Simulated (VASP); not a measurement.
# Zn36HO36 (a cell with a defect) in VASP: notebook

Runs on Zn36HO36 (a cell with a defect). Level: PBE. Tasks: single point.

Program: VASP 6.6.1. These are calculated values, not measurements. Logs are shortened: lines on timing, memory, paths and dates and some standing lists are left out, and cuts for length are marked.

## Step 1: The cell of the first run

The cell holds a defect, 73 atoms: a = 9.838 Å, b = 9.838 Å, c = 10.588 Å, α = 90.00°, β = 90.00°, γ = 120.00°.

## Step 2: Single point, PBE

INCAR reads:

```
ALGO     = Normal         # electronic algorithm
EDIFF    = 1E-7           # SCF threshold, eV
ENCUT    = 520            # plane-wave cutoff, eV
GGA      = PE             # functional
ISIF     = 2              # what is computed and relaxed
ISMEAR   = 0              # smearing method
LASPH    = T              # aspherical terms in the spheres
LCHARG   = F              # write CHGCAR
LREAL    = Auto         
LWAVE    = F              # write WAVECAR
NBANDS   = 366            # bands
NELECT   = 648.0        
NELM     = 60             # most SCF steps
PREC     = Accurate       # precision mode
SIGMA    = 0.02           # smearing width, eV
```

KPOINTS reads:

```
k-points
0
Gamma
  1 1 1
```

POSCAR reads:

```
Zn36HO36
1.0
    9.8384282163      0.0000000000      0.0000000000
   -4.9192141082      8.5203287686      0.0000000000
    0.0000000000      0.0000000000     10.5875275223
Zn O H
36 36 1
Direct
    0.1012031687      0.2563617038      0.2723895635
    0.1119199838      0.2232665020      0.7492109922
    0.1106028056      0.5600749841      0.2506102576
    0.1106168918      0.5556498028      0.7522314330
    0.1064647310      0.8713236545      0.2567444566
    0.1105424583      0.8859703898      0.7471820955
    0.4585708172      0.2318665222      0.2549385581
    0.4478367448      0.2235880858      0.7471460153
    0.4486126234      0.5613697699      0.2516794402
    0.4474159125      0.5575805968      0.7522049868
    0.4466906226      0.8891531308      0.2516205029
    0.4461828054      0.8891931527      0.7505203631
    0.7762334886      0.2210894733      0.2495296465
    0.7785055395      0.2230512521      0.7519077502
    0.7770201870      0.5549161457      0.2502074251
    0.7787092502      0.5550947773      0.7506073522
    0.7801297099      0.8895825743      0.2526044909
    0.7787825553      0.8884098496      0.7523913381
    0.2210499740      0.1093654981      0.5024544200
    0.2287407422      0.1097548024      0.9798519983
    0.2269801243      0.4522111886      0.5074760834
    0.2242497886      0.4446188760      0.9986059519
    0.2240648944      0.7770026462      0.5024249513
    0.2243826474      0.7772555707      0.9983707695
    0.5558319788      0.1104727324      0.5007523228
    0.5578997934      0.1105274251      0.9990031174
    0.5558241224      0.4457739957      0.5014156505
    0.5577107596      0.4463992063      0.9987891864
    0.5571541758      0.7789956444      0.5018698642
    0.5582628347      0.7794181634      1.0006124638
    0.8843197586      0.1088081253      0.5056948366
    0.8921991887      0.1126799242      0.9987274156
    0.8886594717      0.4438085786      0.5007280490
    0.8901113237      0.4449654588      1.0005612715
    0.8869792219      0.7756355628      0.5017121315
    0.8904362048      0.7772124973      0.9997013918
    0.2017715322      0.0945433001      0.1790440682
    0.2233266446      0.1108803458      0.6911512612
    0.2266522632      0.4526912171      0.1888751643
    0.2244522846      0.4464923952      0.6938131669
    0.2261055151      0.7787566865      0.1881052961
    0.2239921927      0.7769916138      0.6900989853
    0.5530170912      0.1117426364      0.1892301102
    0.5572860758      0.1112944143      0.6888817039
    0.5531865315      0.4442896633      0.1887279155
    0.5565890310      0.4453931419      0.6893662363
    0.5601505903      0.7819461174      0.1899801437
    0.5575392929      0.7786321608      0.6903191500
    0.8983423496      0.1145948738      0.1910272248
    0.8890587853      0.1110053410      0.6928283289
    0.8885599039      0.4435193879      0.1902597179
    0.8895462145      0.4441259372      0.6894863777
    0.8893706436      0.7770790517      0.1897998372
    0.8884430558      0.7769402073      0.6897381834
    0.1111649996      0.2253871948      0.4495946754
    0.1144722728      0.2223083230      0.9395764950
    0.1111819070      0.5551997028      0.4393189997
    0.1118061908      0.5546951448      0.9409151456
    0.1111522068      0.8877365188      0.4419149787
    0.1114733286      0.8856620683      0.9365931733
    0.4418323994      0.2211750334      0.4387731687
    0.4506693892      0.2246764241      0.9375388143
    0.4451349948      0.5566107986      0.4399736379
    0.4466660852      0.5571138308      0.9410454876
    0.4450798062      0.8889795459      0.4398052322
    0.4464775517      0.8894136841      0.9396562114
    0.7776763366      0.2213881707      0.4381041740
    0.7801343506      0.2224328487      0.9413666202
    0.7769719227      0.5542085439      0.4387873363
    0.7792960356      0.5556251559      0.9398480409
    0.7792715193      0.8897051048      0.4405181465
    0.7808145861      0.8902245683      0.9416286266
    0.0965107950      0.0792383743      0.1640848627
```

Potentials or basis: VASP PAW PBE potentials, release 64 (Zn, O, H).

The run is started by

```bash
$ cat potpaw_PBE.64/Zn/POTCAR potpaw_PBE.64/O/POTCAR potpaw_PBE.64/H/POTCAR > POTCAR
$ mpirun -np 1 vasp_gam > vasp.out
```

OUTCAR:

```text
EDIFF = 1E-7
   ENCUT = 520
   GGA = PE
   ISIF = 2
   ISMEAR = 0
   LASPH = T
   LREAL = Auto
   NELECT = 648.0
   NELM = 60
   PREC = Accurate

 ion  position               nearest neighbor table
   1  0.101  0.256  0.272-  39 1.91  55 1.91  49 1.97  37 2.46   3 2.95  21 3.01
   2  0.112  0.223  0.749-  40 1.99  50 1.99  38 2.00  56 2.02
   3  0.111  0.560  0.251-  41 1.98  51 2.00  57 2.00  39 2.01   1 2.95
   4  0.111  0.556  0.752-  52 2.00  42 2.00  58 2.00  40 2.00
   5  0.106  0.871  0.257-  41 1.95  59 1.97  53 1.99  37 2.08
   6  0.111  0.886  0.747-  54 1.99  42 1.99  60 2.01  38 2.01
   7  0.459  0.232  0.255-  45 1.94  61 1.95  43 1.96  37 2.33
   8  0.448  0.224  0.747-  46 1.99  44 1.99  38 2.00  62 2.02
   9  0.449  0.561  0.252-  47 1.99  63 1.99  45 2.00  39 2.00
[... 61 lines left out ...]
  71  0.779  0.890  0.441-  17 1.99  31 1.99  35 2.00  29 2.00
  72  0.781  0.890  0.942-  32 1.99  36 1.99  30 2.00  18 2.00
  73  0.097  0.079  0.164-  37 0.98

  LATTYP: Found a hexagonal cell.
 ALAT       =     9.8384282163
 C/A-ratio  =     1.0761401404

  Lattice vectors:

 A1 = (   9.8384282163,   0.0000000000,   0.0000000000)
 A2 = (  -4.9192141082,   8.5203287686,   0.0000000000)
 A3 = (   0.0000000000,   0.0000000000,  10.5875275223)

Analysis of symmetry for initial positions (statically):
=====================================================================
 Subroutine PRICEL returns:
 Original cell was already a primitive cell.

 Routine SETGRP: Setting up the symmetry group for a
 hexagonal supercell.

 Subroutine GETGRP returns: Found  1 space group operations
 (whereof  1 operations were pure point group operations)
 out of a pool of 24 trial point group operations.

The static configuration has the point symmetry C_1 .

Analysis of symmetry for dynamics (positions and initial velocities):
=====================================================================
 Subroutine PRICEL returns:
 Original cell was already a primitive cell.

 Routine SETGRP: Setting up the symmetry group for a
 hexagonal supercell.

 Subroutine GETGRP returns: Found  1 space group operations
 (whereof  1 operations were pure point group operations)
 out of a pool of 24 trial point group operations.

The dynamic configuration has the point symmetry C_1 .

 Subroutine INISYM returns: Found  1 space group operations
 (whereof  1 operations are pure point group operations),
 and found     1 'primitive' translations

----------------------------------------------------------------------------------------

                                     Primitive cell

  volume of cell :     887.5169

  direct lattice vectors                    reciprocal lattice vectors
     9.838428216  0.000000000  0.000000000     0.101642252  0.058683182  0.000000000
    -4.919214108  8.520328769  0.000000000     0.000000000  0.117366363  0.000000000
     0.000000000  0.000000000 10.587527522     0.000000000  0.000000000  0.094450758

  length of vectors
     9.838428216  9.838428216 10.587527522     0.117366363  0.117366363  0.094450758

  position of ions in fractional coordinates (direct lattice)
     0.101203169  0.256361704  0.272389563
     0.111919984  0.223266502  0.749210992
     0.110602806  0.560074984  0.250610258
     0.110616892  0.555649803  0.752231433
     0.106464731  0.871323655  0.256744457
     0.110542458  0.885970390  0.747182096
[... 65 lines left out ...]
     0.780814586  0.890224568  0.941628627
     0.096510795  0.079238374  0.164084863

  ion indices of the primitive-cell ions
[... 88 lines left out ...]
     0.000000000  0.000000000  0.094450758     0.000000000  0.000000000  1.000000000

  Length of vectors
     0.117366363  0.117366363  0.094450758

  Shift w.r.t. Gamma in fractional coordinates (k-lattice)
     0.000000000  0.000000000  0.000000000

 Subroutine IBZKPT returns following result:
 ===========================================

 Found      1 irreducible k-points:

 Following reciprocal coordinates:
            Coordinates               Weight
  0.000000  0.000000  0.000000      1.000000
   k-points           NKPTS =      1   k-points in BZ     NKDIM =      1   number of bands    NBANDS=    366
   number of dos      NEDOS =    301   number of ions     NIONS =     73
   total plane-waves  NPLWV = 512000
   dimension x,y,z NGX =    80 NGY =   80 NGZ =   80
   dimension x,y,z NGXF=   160 NGYF=  160 NGZF=  160
   ions per type =              36  36   1
   NGX,Y,Z   is equivalent  to a cutoff of  13.52, 13.52, 12.56 a.u.
   NGXF,Y,Z  is equivalent  to a cutoff of  27.04, 27.04, 25.12 a.u.
 SYSTEM =  unknown system
   PREC   = accura    normal or accurate (medium, high low for compatibility)
   ISTART =      0    job   : 0-new  1-cont  2-samecut
   ICHARG =      2    charge: 1-file 2-atom 10-const
   ISPIN  =      1    spin polarized calculation?
   LNONCOLLINEAR =      F non collinear calculations
   LSORBIT =      F    spin-orbit coupling
   LASPH  =      T    aspherical Exc in radial PAW
   ENCUT  =  520.0 eV  38.22 Ry    6.18 a.u.  18.29 18.29 19.69*2*pi/ulx,y,z
   NELM   =     60;   NELMIN=  2; NELMDL= -5     # of ELM steps
   EDIFF  = 0.1E-06   stopping-criterion for ELM
   LREAL  =      T    real-space projection
   EDIFFG = 0.1E-05   stopping-criterion for IOM
   NSW    =      0    number of steps for IOM
   IBRION =     -1    ionic relax: 0-MD 1-quasi-New 2-CG
   NFREE  =      0    steps in history (QN), initial steepest desc. (CG)
   ISIF   =      2    stress and relaxation
   ISYM   =      2    0-nonsym 1-usesym 2-fastsym
   POTIM  = 0.5000    time-step for ionic-motion
   TEBEG  =    0.0;   TEEND  =   0.0 temperature during run
   PSTRESS=    0.0 pullay stress
   NELECT =     648.0000    total number of electrons
   NUPDOWN=      -1.0000    fix difference up-down
   EMIN   =  10.00;   EMAX   =-10.00  energy-range for DOS
   EFERMI =   0.00;   METHOD = LEGACY
   ISMEAR =     0;   SIGMA  =   0.02  broadening in eV -4-tet -1-fermi 0-gaus
   EFERMI_NEDOS =   21; number of points for ismear=-14 and -15
   IALGO  =     38    algorithm
   IMIX   =      4    mixing-type and parameters
     AMIX     =   0.40;   BMIX     =  1.00
     AMIX_MAG =   1.60;   BMIX_MAG =  1.00
  volume/ion in A,a.u.               =      12.16        82.04
  Fermi-wavevector in a.u.,A,eV,Ry     =   1.474148  2.785735 29.566970  2.173111
  Thomas-Fermi vector in A             =   2.588954
   LORBIT       =      0    0 simple, 1 ext, 2 COOP (PROOUT), +10 PAW based schemes
   GGA     = PE    functional components
   LHFCALC =     F    Hartree Fock is set to
   AEXX    =    0.0000 exact exchange contribution
   IVDW    =     0    specifies the selected vdW correction
   LEPSILON=     F    determine dielectric tensor
   LRPA    =     F    only Hartree local field effects (RPA)
 non-spin polarized calculation
 Gauss-broadening in eV      SIGMA  =   0.02
  energy-cutoff  :      520.00
  volume of cell :      887.52
 maximum number of plane-waves:     11978
 NGX is ok and might be reduce to    80
   NGX = 37   NGY = 37   NGZ = 39

 number of electron     648.0000086 magnetization

 Free energy of the ion-electron system (eV)
  ---------------------------------------------------
  ext. energy  EPLUGINS =         0.00000000
  ---------------------------------------------------
  free energy    TOTEN  =      -324.22510605 eV

  energy without entropy =     -324.22510605  energy(sigma->0) =     -324.22510605

 E-fermi :   1.1157     XC(G=0): -10.7042

 val. band max:        0.9841774841   @ k =   0.0000   0.0000   0.0000
 cond. band min:       1.6551329346   @ k =   0.0000   0.0000   0.0000
 fundamental gap:      0.6709554506
 Fermi energy:         1.1156968627

 k-point     1 :       0.0000    0.0000    0.0000
  band No.  band energies     occupation
      1     -18.4757      2.00000
      2     -16.8608      2.00000
      3     -16.5750      2.00000
      4     -16.5672      2.00000
      5     -16.5182      2.00000
      6     -16.4793      2.00000
[... 328 lines left out ...]
    335       5.9285      0.00000
    336       6.0260      0.00000
 [bands above 336 left out]

------------------------ aborting loop because EDIFF is reached ----------------------------------------

  FORCE on cell =-STRESS in cart. coord.  units (eV):
  Direction    XX          YY          ZZ          XY          YZ          ZX
  --------------------------------------------------------------------------------------
  -------------------------------------------------------------------------------------
  Total        3.7249070      6.2596221      1.5740435     -0.8521286     -0.0871320     -0.9402162
  in kB        6.7243357     11.3000943      2.8415199     -1.5382932     -0.1572938     -1.6973120
  external PRESSURE =       6.9553166 kB  Pullay stress =       0.0000000 kB

 VOLUME and BASIS-vectors are now :
 -----------------------------------------------------------------------------
  energy-cutoff  :      520.00
  volume of cell :      887.52
      direct lattice vectors                 reciprocal lattice vectors
     9.838428216  0.000000000  0.000000000     0.101642252  0.058683182  0.000000000
    -4.919214108  8.520328769  0.000000000     0.000000000  0.117366363  0.000000000
     0.000000000  0.000000000 10.587527522     0.000000000  0.000000000  0.094450758

 POSITION                                       TOTAL-FORCE (eV/Angst)
 -----------------------------------------------------------------------------------
     -0.26542      2.18429      2.88393         0.007551     -0.011763     -0.006518
      0.00282      1.90230      7.93229         0.001685     -0.001160     -0.000928
     -1.66697      4.77202      2.65334        -0.003485     -0.001814      0.001094
     -1.64506      4.73432      7.96427        -0.002714      0.002106     -0.001738
     -3.23878      7.42396      2.71829         0.003314      0.016646     -0.001267
     -3.27071      7.54876      7.91081         0.000164      0.003408      0.000488
[... 65 lines left out ...]
      3.30278      7.58501      9.96952        -0.001088      0.000521      0.004596
      0.55972      0.67514      1.73725        -0.134435     -0.011760     -0.015353
 -----------------------------------------------------------------------------------
    total drift:                                0.017539     -0.010020     -0.004787

  FREE ENERGIE OF THE ION-ELECTRON SYSTEM (eV)
  ---------------------------------------------------
  free  energy   TOTEN  =      -324.2251060522 eV

  energy  without entropy=     -324.2251060522  energy(sigma->0) =     -324.22510605
```

Wall time 19 min (1 thread of AMD EPYC 7R43 (Zen 3), shared host); peak memory 0.98 GiB.

What came out:

- Free energy: -324.2251 eV
- Largest force: 0.136 eV/Å

Forces on the atoms (eV/Å):
```
Zn   0.008 -0.012 -0.007
Zn   0.002 -0.001 -0.001
Zn  -0.003 -0.002  0.001
Zn  -0.003  0.002 -0.002
Zn   0.003  0.017 -0.001
Zn   0.000  0.003  0.000
Zn  -0.041 -0.024 -0.017
Zn  -0.003 -0.001  0.004
Zn   0.002 -0.003 -0.004
Zn   0.001  0.001 -0.003
Zn   0.000  0.003 -0.004
Zn  -0.001  0.001 -0.002
Zn  -0.001 -0.006 -0.007
Zn  -0.002  0.001  0.000
Zn  -0.003 -0.006 -0.005
Zn  -0.001  0.000  0.000
Zn   0.002  0.002 -0.003
Zn   0.000  0.000  0.000
Zn  -0.002  0.003 -0.004
Zn   0.003  0.003  0.022
Zn  -0.001  0.000 -0.009
Zn   0.000  0.000  0.004
Zn  -0.001 -0.002 -0.006
Zn   0.001  0.001  0.003
Zn  -0.005  0.006 -0.004
Zn   0.000  0.002  0.006
Zn   0.000 -0.007 -0.005
Zn   0.004 -0.002  0.005
Zn  -0.002 -0.001 -0.003
Zn  -0.003 -0.002  0.000
Zn   0.000  0.002 -0.003
Zn  -0.002  0.001  0.002
Zn   0.000 -0.002 -0.003
Zn  -0.002  0.002  0.001
Zn   0.002 -0.001 -0.006
Zn   0.005  0.003  0.001
O    0.121  0.034  0.022
O   -0.001  0.001  0.002
O    0.017  0.029 -0.031
O    0.003 -0.001  0.014
O    0.015  0.000 -0.015
O    0.006 -0.002  0.007
O    0.006 -0.013 -0.013
O    0.007 -0.001  0.004
O   -0.006  0.018 -0.013
O    0.001  0.004  0.004
O    0.001  0.008 -0.005
O    0.002  0.003  0.005
O    0.006 -0.020 -0.016
O    0.000 -0.001  0.007
O   -0.003 -0.004 -0.004
O   -0.001 -0.002  0.000
O   -0.006  0.006 -0.005
O   -0.005  0.000  0.004
O    0.011 -0.009  0.041
O   -0.009  0.004  0.004
O    0.002 -0.002  0.000
O    0.002 -0.003  0.002
O   -0.004 -0.001  0.008
O   -0.004 -0.017  0.005
O   -0.003 -0.002  0.026
O    0.022  0.013 -0.001
O   -0.001  0.002 -0.003
O   -0.004  0.005  0.005
O    0.000 -0.004  0.001
O    0.001 -0.007 -0.001
O    0.000  0.003  0.001
O   -0.001  0.000  0.004
O    0.002 -0.003  0.000
O    0.004 -0.007 -0.002
O   -0.001  0.000  0.001
O   -0.001  0.001  0.005
H   -0.134 -0.012 -0.015
```

Caveat: the k points lie up to 0.74 Å⁻¹ apart; the cell carries a net charge on a neutralising background, which shifts energy and pressure; the cell is charged against a uniform background, so pressure and absolute levels hang on convention.

[end of part 1 of 2]
